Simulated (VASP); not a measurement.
Input of a VASP 6.6.1 run:

The input INCAR:

```
PREC = Accurate
ENCUT = 520
EDIFF = 1E-6
ISMEAR = 0
SIGMA = 0.1
LREAL = False
LASPH = True
NELM = 100
ALGO = Fast
ISIF = 2
LWAVE = False
LCHARG = False
GGA = PS
NBANDS = 30
```

File KPOINTS:

```
Automatic mesh
0
Gamma
  24 24 6
```

The input POSCAR:

```
Cu
1.0
    2.3476059537      0.0000000000      0.0000000000
   -1.1738029768      2.0330863939      0.0000000000
    0.0000000000      0.0000000000      7.6749256853
Cu
4
Direct
    0.0000000000      0.0000000000      0.0000000000
    0.3333333333      0.6666666667      0.2500000000
    0.0000000000      0.0000000000      0.5000000000
    0.6666666667      0.3333333333      0.7500000000
```

Potentials or basis: VASP PAW PBE potentials, release 64 (Cu).

The run is started by

```bash
$ cat potpaw_PBE.64/Cu/POTCAR > POTCAR
$ mpirun -np 1 vasp_std > vasp.out
```

Q: Estimate the pressure.

A: 61.1 GPa.

Q: Predict the band gap on the k mesh.

A: Zero (bands 22 and 23 overlap by 6.02 eV).

Caveat: the cell stands under pressure; the PAW data sets were made with another functional, which shifts forces and pressure a little.
